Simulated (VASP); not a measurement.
# Mo (Im-3m) in VASP: a series of runs, part 2 of 2

VASP 6.6.1. The steps go on from the part before.

### 3 Relaxation of cell and atoms, PBEsol

Input file INCAR:

```
SYSTEM = Mo
PREC = Accurate
ENCUT = 600
EDIFF = 1E-6
ISMEAR = 1
SIGMA = 0.1
LREAL = .FALSE.
LASPH = .TRUE.
NELM = 80
ALGO = Normal
ISIF = 3
LWAVE = .FALSE.
LCHARG = .FALSE.
GGA = PS
IBRION = 2
NSW = 80
EDIFFG = -0.02
```

Input file KPOINTS:

```
regular mesh
0
G
  15 15 15
  0 0 0
```

Input file POSCAR:

```
Mo
1.0
   -1.5734150000      1.5734150000      1.5734150000
    1.5734150000     -1.5734150000      1.5734150000
    1.5734150000      1.5734150000     -1.5734150000
Mo
1
Direct
    0.0000000000      0.0000000000      0.0000000000
```

Potentials or basis: VASP PAW PBE potentials, release 64 (Mo_sv).

Started as:

```console
$ cat potpaw_PBE.64/Mo_sv/POTCAR > POTCAR
$ mpirun -np 1 vasp_std > vasp.out
```

Run time: 24 s. Hardware: 1 thread of Intel Xeon Platinum 8488C (Sapphire Rapids), shared host; peak memory 0.17 GiB.

The run converged. Its results:

- Free energy: -11.7750 eV
- Relaxed volume: 15.37 Å³/atom
- Relaxed cell: a = 2.713 Å, b = 2.713 Å, c = 2.713 Å, α = 109.47°, β = 109.47°, γ = 109.47°
- Space group after relaxing (to 0.05 Å): Im-3m (No. 229)
- Energy gained by relaxing: 2.5 meV/atom
- Ionic steps: 3
- Pressure after relaxing: 0.0 GPa
- Band gap on the k mesh: zero (band 7 reaches 16.53 eV, above the bottom of band 8 at 11.33 eV)

Step by step:
| step | energy change (eV) | largest force (eV/Å) | pressure (GPa) | volume (Å³) |
| --- | --- | --- | --- | --- |
| 1 | 0.0000 | 0.0000 | -3.74 | 15.58 |
| 2 | 0.0192 | 0.0000 | 12.06 | 14.78 |
| 3 | -0.0025 | 0.0000 | -0.03 | 15.37 |

Final structure:
```
Mo
1.0
    -1.56640    1.56640    1.56640
     1.56640   -1.56640    1.56640
     1.56640    1.56640   -1.56640
Mo
1
Direct
  0.00000 0.00000 0.00000
```

Levels at points of the mesh, in eV from the Fermi level:
| k point | band 4 | band 5 | band 6 | band 7 | band 8 | band 9 | band 10 | band 11 |
| --- | --- | --- | --- | --- | --- | --- | --- | --- |
| (0.00, 0.00, 0.00) | -34.38 | -7.27 | -1.33 | -1.33 | -1.33 | 1.74 | 1.74 | 14.91 |

Caveat: the PAW data sets were made with another functional, which shifts forces and pressure a little.

### 4 Relaxation of cell and atoms, revPBE+D3(BJ)

Input file INCAR:

```
SYSTEM = Mo
PREC = Accurate
ENCUT = 600
EDIFF = 1E-7
ISMEAR = 1
SIGMA = 0.1
LREAL = .False.
LASPH = .True.
NELM = 60
ALGO = Normal
ISIF = 3
LWAVE = .False.
LCHARG = .False.
GGA = RE
IVDW = 12
IBRION = 2
NSW = 80
EDIFFG = -0.02
```

Input file KPOINTS:

```
regular mesh
0
Gamma
  15 15 15
  0 0 0
```

POSCAR is that of step 3.

Potentials or basis: VASP PAW PBE potentials, release 64 (Mo_sv).

Started as:

```console
$ cat potpaw_PBE.64/Mo_sv/POTCAR > POTCAR
$ mpirun -np 1 vasp_std > vasp.out
```

OUTCAR:

```text
SYSTEM = Mo
   PREC = Accurate
   ENCUT = 600
   EDIFF = 1E-7
   ISMEAR = 1
   LREAL = .False.
   LASPH = .True.
   NELM = 60
   ISIF = 3
   GGA = RE
   IVDW = 12
   IBRION = 2
   NSW = 80
   EDIFFG = -0.02
 IVDW          = 12

 ion  position               nearest neighbor table
   1  0.000  0.000  0.000-

  LATTYP: Found a body centered cubic cell.
 ALAT       =     3.1468300000

  Lattice vectors:

 A1 = (  -1.5734150000,   1.5734150000,   1.5734150000)
 A2 = (   1.5734150000,  -1.5734150000,   1.5734150000)
 A3 = (   1.5734150000,   1.5734150000,  -1.5734150000)

Analysis of symmetry for initial positions (statically):
=====================================================================
 Subroutine PRICEL returns:
 Original cell was already a primitive cell.

 Routine SETGRP: Setting up the symmetry group for a
 body centered cubic supercell.

 Subroutine GETGRP returns: Found 48 space group operations
 (whereof 48 operations were pure point group operations)
 out of a pool of 48 trial point group operations.

The static configuration has the point symmetry O_h .

Analysis of symmetry for dynamics (positions and initial velocities):
=====================================================================
 Subroutine PRICEL returns:
 Original cell was already a primitive cell.

 Routine SETGRP: Setting up the symmetry group for a
 body centered cubic supercell.

 Subroutine GETGRP returns: Found 48 space group operations
 (whereof 48 operations were pure point group operations)
 out of a pool of 48 trial point group operations.

The dynamic configuration has the point symmetry O_h .

 Subroutine INISYM returns: Found 48 space group operations
 (whereof 48 operations are pure point group operations),
 and found     1 'primitive' translations

----------------------------------------------------------------------------------------

                                     Primitive cell

  volume of cell :      15.5808

  direct lattice vectors                    reciprocal lattice vectors
    -1.573415000  1.573415000  1.573415000     0.000000000  0.317780115  0.317780115
     1.573415000 -1.573415000  1.573415000     0.317780115  0.000000000  0.317780115
[... 100 lines left out ...]
   IALGO  =     38    algorithm
   IMIX   =      4    mixing-type and parameters
     AMIX     =   0.40;   BMIX     =  1.00
     AMIX_MAG =   1.60;   BMIX_MAG =  1.00
  volume/ion in A,a.u.               =      15.58       105.14
  Fermi-wavevector in a.u.,A,eV,Ry     =   1.579747  2.985289 33.954710  2.495601
  Thomas-Fermi vector in A             =   2.680079
   LORBIT       =      0    0 simple, 1 ext, 2 COOP (PROOUT), +10 PAW based schemes
   GGA     = RE    functional components
   LHFCALC =     F    Hartree Fock is set to
   AEXX    =    0.0000 exact exchange contribution
   IVDW    =    12    specifies the selected vdW correction
   LEPSILON=     F    determine dielectric tensor
   LRPA    =     F    only Hartree local field effects (RPA)
 conjugate gradient relaxation of ions
 non-spin polarized calculation
 Methfessel and Paxton  Order N= 1 SIGMA  =   0.10
  energy-cutoff  :      600.00
  volume of cell :       15.58
 maximum number of plane-waves:       539
 NGX is ok and might be reduce to    24
   NGX = 11   NGY = 11   NGZ = 11

--------------------------------------- Ionic step        1  -------------------------------------------

 number of electron      14.0000002 magnetization

 Free energy of the ion-electron system (eV)
  ---------------------------------------------------
  ext. energy  EPLUGINS =         0.00000000
  ---------------------------------------------------
  free energy    TOTEN  =       -10.47236427 eV

  energy without entropy =      -10.47179339  energy(sigma->0) =      -10.47217398

------------------------ aborting loop because EDIFF is reached ----------------------------------------

 Edisp (eV)   -1.33721

 E8    (eV) :    -0.9680
[... 108 lines left out ...]
--------------------------------------- Ionic step        4  -------------------------------------------

 number of electron      13.9999999 magnetization

 Free energy of the ion-electron system (eV)
  ---------------------------------------------------
  ext. energy  EPLUGINS =         0.00000000
  ---------------------------------------------------
  free energy    TOTEN  =       -10.44213498 eV

  energy without entropy =      -10.44136485  energy(sigma->0) =      -10.44187827

 E-fermi :  13.0982     XC(G=0): -13.5271

 val. band max:       13.0595481580   @ k =   0.4000   0.1333   0.0000
 cond. band min:      13.1177872077   @ k =   0.1333   0.0667   0.0000
 fundamental gap:      0.0582390497
 Fermi energy:        13.0982150157

 k-point     1 :       0.0000    0.0000    0.0000
  band No.  band energies     occupation
      1     -48.1418      2.00000
      2     -21.3309      2.00000
      3     -21.3309      2.00000
      4     -21.3309      2.00000
      5       5.8407      2.00000
      6      11.7333      2.00000
      7      11.7333      2.00000
      8      11.7333      2.00000
      9      14.8839     -0.00000
     10      14.8839     -0.00000
     11      28.0394      0.00000
[... 309 lines left out ...]
 k-point    24 :       0.4000    0.2000    0.0000
  band No.  band energies     occupation
      1     -47.8174      2.00000
      2     -22.6912      2.00000
      3     -22.0484      2.00000
      4     -21.4905      2.00000
      5       8.6826      2.00000
      6       9.9609      2.00000
      7      12.1988      2.00000
      8      14.7849     -0.00000
      9      16.0183      0.00000
     10      20.9423      0.00000
     11      24.2838      0.00000

 [... further k-points ...]

------------------------ aborting loop because EDIFF is reached ----------------------------------------

 Edisp (eV)   -1.37839

 E8    (eV) :    -0.9981
[... 24 lines left out ...]
  FREE ENERGIE OF THE ION-ELECTRON SYSTEM (eV)
  ---------------------------------------------------
  free  energy   TOTEN  =       -11.8205219110 eV

  energy  without entropy=      -11.8197517796  energy(sigma->0) =      -11.82026520

 reached required accuracy - stopping structural energy minimisation
```

Wall time 42 s (1 thread of Intel Xeon Platinum 8488C (Sapphire Rapids), shared host); peak memory 0.17 GiB.

What came out:

- Free energy: -11.8205 eV
- Relaxed volume: 15.14 Å³/atom
- Relaxed cell: a = 2.699 Å, b = 2.699 Å, c = 2.699 Å, α = 109.47°, β = 109.47°, γ = 109.47°
- Space group after relaxing (to 0.05 Å): Im-3m (No. 229)
- Energy gained by relaxing: 10.9 meV/atom
- Ionic steps: 4
- Pressure after relaxing: 0.0 GPa
- Band gap on the k mesh: zero (band 7 reaches 17.01 eV, above the bottom of band 8 at 11.73 eV)
- Dispersion energy per atom: -1.378 eV

Step by step:
| step | energy change (eV) | largest force (eV/Å) | pressure (GPa) | volume (Å³) |
| --- | --- | --- | --- | --- |
| 1 | 0.0000 | 0.0000 | -7.73 | 15.58 |
| 2 | 0.0842 | 0.0000 | 27.43 | 13.95 |
| 3 | -0.0109 | 0.0000 | -0.26 | 15.15 |
| 4 | -0.0109 | 0.0000 | -0.02 | 15.14 |

Final structure:
```cif
data_structure
_symmetry_space_group_name_H-M 'P 1'
_symmetry_Int_Tables_number 1
_cell_length_a 2.6993
_cell_length_b 2.6993
_cell_length_c 2.6993
_cell_angle_alpha 109.471
_cell_angle_beta 109.471
_cell_angle_gamma 109.471
_cell_volume 15.14
loop_
_atom_site_label
_atom_site_type_symbol
_atom_site_fract_x
_atom_site_fract_y
_atom_site_fract_z
_atom_site_occupancy
Mo1 Mo 0.00000 0.00000 0.00000 1
```

Levels at points of the mesh, in eV from the Fermi level:
| k point | band 4 | band 5 | band 6 | band 7 | band 8 | band 9 | band 10 | band 11 |
| --- | --- | --- | --- | --- | --- | --- | --- | --- |
| (0.00, 0.00, 0.00) | -34.43 | -7.26 | -1.36 | -1.36 | -1.36 | 1.79 | 1.79 | 14.94 |

Caveat: the PAW data sets were made with another functional, which shifts forces and pressure a little; pairwise dispersion overbinds metals, which lowers pressure and volume.

### 5 The runs side by side

```tsv
level	gap on the mesh (eV)	pressure (GPa)	relaxed volume (Å³/atom)
PBE+D3(BJ)	none	0.0	15.39
PBEsol	none	0.0	15.37
revPBE+D3(BJ)	none	0.0	15.14
```

Alike in all rows: task relaxation of cell and atoms; potentials or basis VASP PAW PBE potentials, release 64 (Mo_sv); no spin polarisation; cell relaxed; k mesh 15 × 15 × 15; cutoff (eV) 600; smearing methfessel-paxton 0.1 eV.

Caveats: pairwise dispersion overbinds metals, which lowers pressure and volume (some runs); the PAW data sets were made with another functional, which shifts forces and pressure a little (some runs).

Total energies depend on the potentials used, so only differences within one code and one set of settings carry meaning.
